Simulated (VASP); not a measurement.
**GaN (zinc blende type): single point with HSE06**

The system is GaN (zinc blende type).

```
Ga N
1.0
     0.00000    2.27500    2.27500
     2.27500    0.00000    2.27500
     2.27500    2.27500    0.00000
Ga N
1 1
Direct
  0.00761 0.00761 0.00761
  0.25000 0.25000 0.25000
```

- Program: VASP 6.6.1
- Task: single point
- Functional: HSE06
- Potentials or basis: VASP PAW PBE potentials, release 64 (Ga_d, N)
- Cutoff: 520 eV
- k mesh: 4 × 4 × 4
- Occupations: fermi-dirac, width 0.05 eV
- Spin: no spin polarisation

```yaml
Pressure: -6.1 GPa
Largest_force: 0.799 eV/Å
Band_gap_on_the_k_mesh: 2.72 eV, direct
```

Forces on the atoms (eV/Å):
```
Ga  -0.461 -0.461 -0.461
N    0.461  0.461  0.461
```

Stress tensor (GPa, compression positive):
```
-6.05  1.76  1.76
 1.76 -6.05  1.76
 1.76  1.76 -6.05
```

Levels at points of the mesh, in eV from the valence-band top:
```
           k point  band 5  band 6  band 7  band 8  band 9  band 10  band 11  band 12  band 13  band 14
(0.00, 0.00, 0.00)  -15.39  -15.39   -0.24    0.00    0.00     2.72    11.57    11.57    11.76    18.88
(0.50, 0.00, 0.00)  -15.36  -13.69   -7.36   -1.25   -0.92     5.76    10.17    11.33    11.92    16.97
(0.50, 0.50, 0.50)  -15.35  -13.66   -7.63   -1.07   -1.07     5.88    10.20    11.74    11.74    16.93
(0.50, 0.50, 0.00)  -15.33  -13.13   -6.52   -2.92   -2.83     4.34     7.88    13.26    15.54    15.73
```

Run time: 5.2 min on 1 thread of Intel Xeon 6975P-C, on a shared host, peak memory 0.25 GiB.

Caveat: the k points lie up to 0.60 Å⁻¹ apart; the PAW data sets were made with another functional, which shifts forces and pressure a little.
